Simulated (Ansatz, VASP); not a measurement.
# InAs: VASP beside Ansatz

```
In As
1.0
     0.00000    2.87280    3.17520
     2.87280    0.00000    3.17520
     2.87280    2.87280    0.00000
In As
1 1
Direct
  0.00000 0.00000 0.00000
  0.75000 0.75000 0.75000
```

Change from the starting cell: strain -0.050 along x and y, +0.050 along z, atoms carried along.

Alike in both runs: task single point; functional PBEsol; k mesh 14 × 14 × 14; occupations gaussian, width 0.15 eV; no spin polarisation.

```csv
,VASP,Ansatz
version,VASP 6.6.1,Ansatz 0.2.0
potentials or method,"VASP PAW PBE potentials, release 64 (In_d, As), cutoff 520 eV","scalar-relativistic, plane waves, PAW"
valence electrons in the cell,18,28
```

Ansatz gave:

```
gap on the k mesh at the Fermi level (eV)                     : none
pressure (GPa)                                                : 4.6
traceless stress, the component that is largest in VASP (GPa) : -2.71
```

Task: What did VASP give for the same quantities?

Result: gap on the k mesh at the Fermi level (eV): none; pressure (GPa): 4.7; traceless stress, the component that is largest in VASP (GPa): -2.70.

VASP's potentials were made for PBE, not for PBEsol. A gap of «none» marks a metal or a gap that the smearing closes. VASP's potentials hold 18 valence electrons a cell and Ansatz's 28, so a difference there can come from the potentials and not from the codes.
